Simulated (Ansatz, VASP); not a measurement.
## Cd in VASP and in Ansatz

```
Cd
1.0
     2.86695   -4.02677    0.00000
     2.86695    4.02677    0.00000
     0.00000    0.00000    3.10912
Cd
3
Cartesian
  2.8670 0.0000 1.5546
  2.8670 2.6055 0.0000
  2.8670 -2.6055 0.0000
```

Alike in both runs: functional PBE; k mesh 10 × 10 × 16; occupations gaussian, width 0.1 eV; no spin polarisation.

Ansatz relaxed the structure, and its values are those at the end. VASP's run is a single point on that final structure, the one shown.

|  | VASP | Ansatz |
| --- | --- | --- |
| version | VASP 6.6.1 | Ansatz 0.2.0 |
| potentials or method | VASP PAW PBE potentials, release 64 (Cd), cutoff 520 eV | scalar-relativistic, plane waves, PAW |
| valence electrons in the cell | 36 | 60 |

```csv
,VASP,Ansatz,Ansatz less VASP
gap on the k mesh at the Fermi level (eV),none,none,-
pressure (GPa),0.2,0.0,-0.25
```

A gap of «none» marks a metal or a gap that the smearing closes. The functional is the same, so the differences come from potentials, cutoffs and numerics. VASP's potentials hold 36 valence electrons a cell and Ansatz's 60, so a difference there can come from the potentials and not from the codes.
